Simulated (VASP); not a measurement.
# CaO (P6_3/mmc) in VASP: a series of runs, part 2 of 2

VASP 6.6.1.

## Step 3: Single point, PBE

INCAR reads:

```
  PREC = Accurate
  ENCUT = 520
  EDIFF = 1E-6
  ISMEAR = 0
  SIGMA = 0.01
  LREAL = False
  LASPH = True
  NELM = 100
  ALGO = Normal
  ISIF = 2
  LWAVE = False
  LCHARG = False
  GGA = PE
  NBANDS = 24
```

KPOINTS reads:

```
regular mesh
0
Gamma
  6 6 4
```

POSCAR reads:

```
CaO
1.0
    3.9808380022      0.0000000000      0.0000000000
   -1.9904190011      3.4475068382      0.0000000000
    0.0000000000      0.0000000000      4.7704440775
Ca O
2 2
Direct
    0.3333333333      0.6666666667     -0.0625000000
    0.6666666667      0.3333333333      0.4375000000
    0.3333333333      0.6666666667      0.4375000000
    0.6666666667      0.3333333333      0.9375000000
```

Potentials or basis: VASP PAW PBE potentials, release 64 (Ca_sv, O).

The run is started by

```
$ cat potpaw_PBE.64/Ca_sv/POTCAR potpaw_PBE.64/O/POTCAR > POTCAR
$ mpirun -np 1 vasp_std > vasp.out
```

OUTCAR:

```text
PREC = Accurate
   ENCUT = 520
   EDIFF = 1E-6
   ISMEAR = 0
   LREAL = False
   LASPH = True
   NELM = 100
   ISIF = 2
   GGA = PE

 ion  position               nearest neighbor table
   1  0.333  0.667  0.938-   4 2.30   4 2.30   4 2.30   3 2.39   3 2.39
   2  0.667  0.333  0.438-   3 2.30   3 2.30   3 2.30   4 2.39   4 2.39
   3  0.333  0.667  0.438-   2 2.30   2 2.30   2 2.30   1 2.39   1 2.39
   4  0.667  0.333  0.938-   1 2.30   1 2.30   1 2.30   2 2.39   2 2.39

  LATTYP: Found a hexagonal cell.
 ALAT       =     3.9808380022
 C/A-ratio  =     1.1983517226

  Lattice vectors:

 A1 = (   3.9808380022,   0.0000000000,   0.0000000000)
 A2 = (  -1.9904190011,   3.4475068382,   0.0000000000)
 A3 = (   0.0000000000,   0.0000000000,   4.7704440775)

Analysis of symmetry for initial positions (statically):
=====================================================================
 Subroutine PRICEL returns:
 Original cell was already a primitive cell.

 Routine SETGRP: Setting up the symmetry group for a
 hexagonal supercell.

 Subroutine GETGRP returns: Found 24 space group operations
 (whereof  6 operations were pure point group operations)
 out of a pool of 24 trial point group operations.

The static configuration has the point symmetry C_3v.
 The point group associated with its full space group is D_6h.

Analysis of symmetry for dynamics (positions and initial velocities):
=====================================================================
 Subroutine PRICEL returns:
 Original cell was already a primitive cell.

 Routine SETGRP: Setting up the symmetry group for a
 hexagonal supercell.

 Subroutine GETGRP returns: Found 24 space group operations
 (whereof  6 operations were pure point group operations)
 out of a pool of 24 trial point group operations.

The dynamic configuration has the point symmetry C_3v.
[... 117 lines left out ...]
   IALGO  =     38    algorithm
   IMIX   =      4    mixing-type and parameters
     AMIX     =   0.40;   BMIX     =  1.00
     AMIX_MAG =   1.60;   BMIX_MAG =  1.00
  volume/ion in A,a.u.               =      16.37       110.45
  Fermi-wavevector in a.u.,A,eV,Ry     =   1.289571  2.436936 22.626407  1.662994
  Thomas-Fermi vector in A             =   2.421456
   LORBIT       =      0    0 simple, 1 ext, 2 COOP (PROOUT), +10 PAW based schemes
   GGA     = PE    functional components
   LHFCALC =     F    Hartree Fock is set to
   AEXX    =    0.0000 exact exchange contribution
   IVDW    =     0    specifies the selected vdW correction
   LEPSILON=     F    determine dielectric tensor
   LRPA    =     F    only Hartree local field effects (RPA)
 non-spin polarized calculation
 Gauss-broadening in eV      SIGMA  =   0.01
  energy-cutoff  :      520.00
  volume of cell :       65.47
 maximum number of plane-waves:      1811
 NGX is ok and might be reduce to    30
   NGX = 15   NGY = 15   NGZ = 17

 number of electron      32.0000011 magnetization

 Free energy of the ion-electron system (eV)
  ---------------------------------------------------
  ext. energy  EPLUGINS =         0.00000000
  ---------------------------------------------------
  free energy    TOTEN  =       -25.33786008 eV

  energy without entropy =      -25.33786008  energy(sigma->0) =      -25.33786008

 E-fermi :   1.4336     XC(G=0):  -9.4332

 val. band max:        1.3884944413   @ k =   0.0000   0.0000   0.0000
 cond. band min:       4.5788033450   @ k =   0.0000   0.0000   0.0000
 fundamental gap:      3.1903089038
 Fermi energy:         1.4336026452

 k-point     1 :       0.0000    0.0000    0.0000
  band No.  band energies     occupation
      1     -36.2314      2.00000
      2     -36.0958      2.00000
      3     -17.5799      2.00000
      4     -17.3314      2.00000
      5     -17.3314      2.00000
      6     -17.1300      2.00000
[... 556 lines left out ...]
     23       9.9601      0.00000
     24       9.9601      0.00000

------------------------ aborting loop because EDIFF is reached ----------------------------------------

  FORCE on cell =-STRESS in cart. coord.  units (eV):
  Direction    XX          YY          ZZ          XY          YZ          ZX
  --------------------------------------------------------------------------------------
  -------------------------------------------------------------------------------------
  Total        0.8635618      0.8635618      1.0709655      0.0000000     -0.0000000      0.0000000
  in kB       21.1332152     21.1332152     26.2088279      0.0000000     -0.0000000      0.0000000
  external PRESSURE =      22.8250861 kB  Pullay stress =       0.0000000 kB

 VOLUME and BASIS-vectors are now :
 -----------------------------------------------------------------------------
  energy-cutoff  :      520.00
  volume of cell :       65.47
      direct lattice vectors                 reciprocal lattice vectors
     3.980838002  0.000000000  0.000000000     0.251203390  0.145032345  0.000000000
    -1.990419001  3.447506838  0.000000000     0.000000000  0.290064689  0.000000000
     0.000000000  0.000000000  4.770444077     0.000000000  0.000000000  0.209624090

 POSITION                                       TOTAL-FORCE (eV/Angst)
 -----------------------------------------------------------------------------------
     -0.00000      2.29834      4.47229        -0.000000      0.000000      0.000000
      1.99042      1.14917      2.08707        -0.000000     -0.000000      0.000000
     -0.00000      2.29834      2.08707        -0.000000      0.000000     -0.000000
      1.99042      1.14917      4.47229         0.000000     -0.000000      0.000000
 -----------------------------------------------------------------------------------
    total drift:                               -0.000000      0.000000      0.000000

  FREE ENERGIE OF THE ION-ELECTRON SYSTEM (eV)
  ---------------------------------------------------
  free  energy   TOTEN  =       -25.3378600797 eV

  energy  without entropy=      -25.3378600797  energy(sigma->0) =      -25.33786008
```

Wall time 74 s (1 thread of Intel Xeon 8259CL, shared host); peak memory 0.19 GiB.

What came out:

```yaml
Free_energy: -25.3379 eV
Pressure: 2.3 GPa
Band_gap_on_the_k_mesh: 3.19 eV
```

## Step 4: Single point, r2SCAN

POSCAR is that of step 3.

INCAR.step1 reads:

```
SYSTEM = CaO
PREC = Accurate
ENCUT = 520
ISMEAR = 0
SIGMA = 0.01
LREAL = .False.
LASPH = .True.
NELM = 80
NBANDS = 24
GGA = PE
ALGO = Normal
EDIFF = 1E-4
LWAVE = .True.
LCHARG = .False.
```

INCAR.step2 reads:

```
SYSTEM = CaO
PREC = Accurate
ENCUT = 520
EDIFF = 1E-6
ISMEAR = 0
SIGMA = 0.01
LREAL = .False.
LASPH = .True.
NELM = 80
ALGO = Normal
ISIF = 2
LWAVE = .False.
LCHARG = .False.
METAGGA = R2SCAN
LMIXTAU = .True.
NBANDS = 24
ISTART = 1
```

KPOINTS reads:

```
regular mesh
0
Gamma
  6 6 4
  0 0 0
```

The run is started by

```
$ cat potpaw_PBE.64/Ca_sv/POTCAR potpaw_PBE.64/O/POTCAR > POTCAR
$ cp INCAR.step1 INCAR
$ mpirun -np 1 vasp_std > vasp.out
$ cp INCAR.step2 INCAR
$ mpirun -np 1 vasp_std > vasp.out
```

It took 2.3 min on 1 thread of Intel Xeon 8259CL, shared host; peak memory 0.2 GiB.

The run converged. Its results:

- Free energy: -38.4864 eV
- Pressure: 1.0 GPa
- Band gap on the k mesh: 3.61 eV

Stress tensor (GPa, compression positive):
```
1.02 0.00 0.00
0.00 1.02 0.00
0.00 0.00 0.92
```

Levels at points of the mesh, in eV from the valence-band top:
```csv
k point,band 12,band 13,band 14,band 15,band 16,band 17,band 18,band 19,band 20,band 21
"(0.00, 0.00, 0.00)",-1.20,-1.17,-1.17,-1.08,0.00,3.61,6.82,6.82,8.41,8.48
"(0.50, 0.00, 0.00)",-1.06,-0.85,-0.83,-0.58,-0.38,5.13,5.79,5.88,8.33,8.41
"(0.00, 0.00, 0.50)",-1.58,-1.30,-1.30,-1.30,-1.30,5.44,5.44,8.50,8.50,8.50
"(0.50, 0.00, 0.50)",-2.06,-1.07,-1.07,-0.75,-0.75,5.83,5.83,8.02,8.02,8.68
```

Caveat: the PAW data sets were made with another functional, which shifts forces and pressure a little.
